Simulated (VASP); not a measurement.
# AlN (P-1) in VASP: single point with PBE

Aim: the single point of AlN with PBE.

Everything below comes from runs of VASP 6.6.1. Logs are shortened: lines on timing, memory, paths and dates and some standing lists are left out, and cuts for length are marked.

### Step 1. The cell of the first run

The typed cell holds 2 atoms: a = 2.781 Å, b = 2.677 Å, c = 2.886 Å, α = 64.70°, β = 65.82°, γ = 63.63°.

### Step 2. Single point, PBE (engineering shear strain xz -0.1400, engineering shear strain yz -0.0700)

INCAR reads:

```
PREC = Accurate
ENCUT = 520
EDIFF = 1E-7
ISMEAR = 0
SIGMA = 0.05
LREAL = F
LASPH = T
NELM = 60
ALGO = Normal
ISIF = 2
LWAVE = F
LCHARG = T
GGA = PE
LELF = T
LVHAR = T
NBANDS = 11
```

KPOINTS reads:

```
regular mesh
0
Gamma
  10 10 10
```

POSCAR reads:

```
AlN
1.0
   -0.1424437406      1.9636887099      1.9636887099
    1.8924668396     -0.0712218703      1.8924668396
    2.0349105802      2.0349105802     -0.2136656109
Al N
1 1
Direct
    0.5000000000      0.5000000000      0.5000000000
    0.0000000000      0.0000000000      0.0000000000
```

Potentials or basis: VASP PAW PBE potentials, release 64 (Al, N).

Command:

```sh
$ cat potpaw_PBE.64/Al/POTCAR potpaw_PBE.64/N/POTCAR > POTCAR
$ mpirun -np 1 vasp_std > vasp.out
```

OUTCAR:

```text
PREC = Accurate
   ENCUT = 520
   EDIFF = 1E-7
   ISMEAR = 0
   LREAL = F
   LASPH = T
   NELM = 60
   ISIF = 2
   GGA = PE

 ion  position               nearest neighbor table
   1  0.500  0.500  0.500-   2 2.04   2 2.04   2 2.04   2 2.04   2 2.04   2 2.04
   2  0.000  0.000  0.000-   1 2.04   1 2.04   1 2.04   1 2.04   1 2.04   1 2.04

  LATTYP: Found a triclinic cell.
 ALAT       =     4.6383129700
 B/A-ratio  =     0.5772141256
 C/A-ratio  =     0.6640491035
 COS(alpha) =     0.0006151337
 COS(beta)  =     0.3115576571
 COS(gamma) =     0.8435007305

  Lattice vectors:

 A1 = (  -1.7500230990,  -1.8924668396,  -3.8561555495)
 A2 = (  -1.8924668396,   0.0712218703,  -1.8924668396)
 A3 = (   2.1773543208,   0.0712218703,  -2.1773543208)

Analysis of symmetry for initial positions (statically):
=====================================================================
 Subroutine PRICEL returns:
 Original cell was already a primitive cell.

 Routine SETGRP: Setting up the symmetry group for a
 triclinic supercell.

 Subroutine GETGRP returns: Found  2 space group operations
 (whereof  2 operations were pure point group operations)
 out of a pool of  2 trial point group operations.

The static configuration has the point symmetry S_2 .

Analysis of symmetry for dynamics (positions and initial velocities):
=====================================================================
 Subroutine PRICEL returns:
 Original cell was already a primitive cell.

 Routine SETGRP: Setting up the symmetry group for a
 triclinic supercell.

 Subroutine GETGRP returns: Found  2 space group operations
 (whereof  2 operations were pure point group operations)
 out of a pool of  2 trial point group operations.

The dynamic configuration has the point symmetry S_2 .

 Subroutine INISYM returns: Found  2 space group operations
 (whereof  2 operations are pure point group operations),
 and found     1 'primitive' translations

----------------------------------------------------------------------------------------

                                     Primitive cell

  volume of cell :      16.7493

  direct lattice vectors                    reciprocal lattice vectors
    -0.142443741  1.963688710  1.963688710    -0.229010974  0.254061077  0.238572412
     1.892466840 -0.071221870  1.892466840     0.263622515 -0.236755306  0.255878183
     2.034910580  2.034910580 -0.213665611     0.230222378  0.237966710 -0.221266641

  length of vectors
     2.780725970  2.677299765  2.885719171     0.417025002  0.437062410  0.398232878

  position of ions in fractional coordinates (direct lattice)
     0.500000000  0.500000000  0.500000000
     0.000000000  0.000000000  0.000000000

  ion indices of the primitive-cell ions
   primitive index   ion index
                 1           1
                 2           2

----------------------------------------------------------------------------------------

 KPOINTS: regular mesh

Automatic generation of k-mesh.
 Grid dimensions read from file:
 generate k-points for:   10   10   10

 Generating k-lattice:

  Cartesian coordinates                     Fractional coordinates (reciprocal lattice)
    -0.022901097  0.025406108  0.023857241     0.100000000  0.000000000  0.000000000
     0.026362252 -0.023675531  0.025587818     0.000000000  0.100000000 -0.000000000
     0.023022238  0.023796671 -0.022126664     0.000000000 -0.000000000  0.100000000

  Length of vectors
     0.041702500  0.043706241  0.039823288

  Shift w.r.t. Gamma in fractional coordinates (k-lattice)
     0.000000000  0.000000000  0.000000000

 Subroutine IBZKPT returns following result:
 ===========================================

 Found    504 irreducible k-points:

 Following reciprocal coordinates:
            Coordinates               Weight
  0.000000  0.000000  0.000000      1.000000
  0.100000 -0.000000 -0.000000      2.000000
  0.200000 -0.000000 -0.000000      2.000000
  0.300000  0.000000  0.000000      2.000000
  0.400000 -0.000000 -0.000000      2.000000
  0.500000  0.000000  0.000000      1.000000
[... 16 lines left out ...]
 -0.400000  0.200000 -0.000000      2.000000
 -0.300000  0.200000  0.000000      2.000000
 [... further k-points ...]
   k-points           NKPTS =    504   k-points in BZ     NKDIM =    504   number of bands    NBANDS=     11
   number of dos      NEDOS =    301   number of ions     NIONS =      2
   total plane-waves  NPLWV =  11520
   dimension x,y,z NGX =    24 NGY =   20 NGZ =   24
   dimension x,y,z NGXF=    48 NGYF=   40 NGZF=   48
   ions per type =               1   1
   NGX,Y,Z   is equivalent  to a cutoff of  14.35, 12.42, 13.83 a.u.
   NGXF,Y,Z  is equivalent  to a cutoff of  28.70, 24.84, 27.65 a.u.
 SYSTEM =  unknown system
   PREC   = accura    normal or accurate (medium, high low for compatibility)
   ISTART =      0    job   : 0-new  1-cont  2-samecut
   ICHARG =      2    charge: 1-file 2-atom 10-const
   ISPIN  =      1    spin polarized calculation?
   LNONCOLLINEAR =      F non collinear calculations
   LSORBIT =      F    spin-orbit coupling
   LASPH  =      T    aspherical Exc in radial PAW
   ENCUT  =  520.0 eV  38.22 Ry    6.18 a.u.   5.17  4.98  5.37*2*pi/ulx,y,z
   NELM   =     60;   NELMIN=  2; NELMDL= -5     # of ELM steps
   EDIFF  = 0.1E-06   stopping-criterion for ELM
   LREAL  =      F    real-space projection
   EDIFFG = 0.1E-05   stopping-criterion for IOM
   NSW    =      0    number of steps for IOM
   IBRION =     -1    ionic relax: 0-MD 1-quasi-New 2-CG
   NFREE  =      0    steps in history (QN), initial steepest desc. (CG)
   ISIF   =      2    stress and relaxation
   ISYM   =      2    0-nonsym 1-usesym 2-fastsym
   POTIM  = 0.5000    time-step for ionic-motion
   TEBEG  =    0.0;   TEEND  =   0.0 temperature during run
   PSTRESS=    0.0 pullay stress
   NELECT =       8.0000    total number of electrons
   NUPDOWN=      -1.0000    fix difference up-down
   EMIN   =  10.00;   EMAX   =-10.00  energy-range for DOS
   EFERMI =   0.00;   METHOD = LEGACY
   ISMEAR =     0;   SIGMA  =   0.05  broadening in eV -4-tet -1-fermi 0-gaus
   EFERMI_NEDOS =   21; number of points for ismear=-14 and -15
   IALGO  =     38    algorithm
   IMIX   =      4    mixing-type and parameters
     AMIX     =   0.40;   BMIX     =  1.00
     AMIX_MAG =   1.60;   BMIX_MAG =  1.00
  volume/ion in A,a.u.               =       8.37        56.52
  Fermi-wavevector in a.u.,A,eV,Ry     =   1.279692  2.418268 22.281071  1.637613
  Thomas-Fermi vector in A             =   2.412163
   LORBIT       =      0    0 simple, 1 ext, 2 COOP (PROOUT), +10 PAW based schemes
   GGA     = PE    functional components
   LHFCALC =     F    Hartree Fock is set to
   AEXX    =    0.0000 exact exchange contribution
   IVDW    =     0    specifies the selected vdW correction
   LEPSILON=     F    determine dielectric tensor
   LRPA    =     F    only Hartree local field effects (RPA)
 non-spin polarized calculation
 Gauss-broadening in eV      SIGMA  =   0.05
  energy-cutoff  :      520.00
  volume of cell :       16.75
 maximum number of plane-waves:       463
 NGX is ok and might be reduce to    24
   NGX = 11   NGY =  9   NGZ = 11

 number of electron       8.0000000 magnetization

 Free energy of the ion-electron system (eV)
  ---------------------------------------------------
  ext. energy  EPLUGINS =         0.00000000
  ---------------------------------------------------
  free energy    TOTEN  =       -14.14941191 eV

  energy without entropy =      -14.14941191  energy(sigma->0) =      -14.14941191

 E-fermi :  11.2523     XC(G=0): -12.2344

 val. band max:       10.9402066763   @ k =   0.0000   0.0000   0.0000
 cond. band min:      12.4440693158   @ k =   0.5000  -0.0000   0.5000
 fundamental gap:      1.5038626395
 Fermi energy:        11.2523100670

 k-point     1 :       0.0000    0.0000    0.0000
  band No.  band energies     occupation
      1      -7.5905      2.00000
      2       8.7767      2.00000
      3       9.8591      2.00000
      4      10.9402      2.00000
      5      14.4594      0.00000
      6      20.0859      0.00000
      7      22.1579      0.00000
      8      24.8314      0.00000
      9      25.9997      0.00000
     10      27.6897      0.00000
     11      27.9907      0.00000

 k-point     2 :       0.1000   -0.0000   -0.0000
  band No.  band energies     occupation
      1      -7.3965      2.00000
      2       8.2954      2.00000
      3       9.2193      2.00000
      4      10.7912      2.00000
      5      15.0810      0.00000
      6      20.1302      0.00000
      7      21.9039      0.00000
      8      24.7161      0.00000
      9      25.5277      0.00000
     10      26.9182      0.00000
     11      28.3487      0.00000

 k-point     3 :       0.2000   -0.0000   -0.0000
  band No.  band energies     occupation
      1      -6.8328      2.00000
      2       6.3470      2.00000
      3       8.8319      2.00000
      4      10.4820      2.00000
      5      15.9269      0.00000
      6      19.8902      0.00000
      7      22.4035      0.00000
      8      24.2043      0.00000
      9      24.2652      0.00000
     10      27.2267      0.00000
     11      27.8765      0.00000
[... 267 lines left out ...]
 k-point    23 :      -0.4000    0.2000   -0.0000
  band No.  band energies     occupation
      1      -4.0809      2.00000
      2       2.2677      2.00000
      3       6.5932      2.00000
      4       8.4945      2.00000
      5      17.0673      0.00000
      6      19.5618      0.00000
      7      20.7835      0.00000
      8      23.5484      0.00000
      9      26.6037      0.00000
     10      30.3446      0.00000
     11      31.6804      0.00000

 k-point    24 :      -0.3000    0.2000    0.0000
  band No.  band energies     occupation
      1      -4.7175      2.00000
      2       3.3410      2.00000
      3       6.5831      2.00000
      4       8.8221      2.00000
      5      17.5419      0.00000
      6      19.4053      0.00000
      7      19.9904      0.00000
      8      23.3498      0.00000
      9      26.6101      0.00000
     10      29.9990      0.00000
     11      31.2389      0.00000

 [... further k-points ...]

------------------------ aborting loop because EDIFF is reached ----------------------------------------

  FORCE on cell =-STRESS in cart. coord.  units (eV):
  Direction    XX          YY          ZZ          XY          YZ          ZX
  --------------------------------------------------------------------------------------
  -------------------------------------------------------------------------------------
  Total        0.4617415     -0.2010185      0.6811736     -0.4452402      2.1890006      4.5378286
  in kB       44.1684107    -19.2286526     65.1584325    -42.5899609    209.3913366    434.0711468
  external PRESSURE =      30.0327302 kB  Pullay stress =       0.0000000 kB

 VOLUME and BASIS-vectors are now :
 -----------------------------------------------------------------------------
  energy-cutoff  :      520.00
  volume of cell :       16.75
      direct lattice vectors                 reciprocal lattice vectors
    -0.142443741  1.963688710  1.963688710    -0.229010974  0.254061077  0.238572412
     1.892466840 -0.071221870  1.892466840     0.263622515 -0.236755306  0.255878183
     2.034910580  2.034910580 -0.213665611     0.230222378  0.237966710 -0.221266641

 POSITION                                       TOTAL-FORCE (eV/Angst)
 -----------------------------------------------------------------------------------
      1.89247      1.96369      1.82124        -0.000000      0.000000     -0.000000
      0.00000      0.00000      0.00000         0.000000      0.000000      0.000000
 -----------------------------------------------------------------------------------
    total drift:                                0.000000     -0.000000     -0.000000

  FREE ENERGIE OF THE ION-ELECTRON SYSTEM (eV)
  ---------------------------------------------------
  free  energy   TOTEN  =       -14.1494119133 eV

  energy  without entropy=      -14.1494119133  energy(sigma->0) =      -14.14941191
```

Wall time 90 s (1 thread of Intel Xeon 8259CL, shared host); peak memory 0.2 GiB.

Results:

```yaml
Free_energy: -14.1494 eV
Pressure: 3.0 GPa
Band_gap_on_the_k_mesh: 1.50 eV (least direct gap 3.52 eV)
```

Caveat: the cell differs from its parent crystal (engineering shear strain xz -0.1400, engineering shear strain yz -0.0700); the cell stands under pressure.
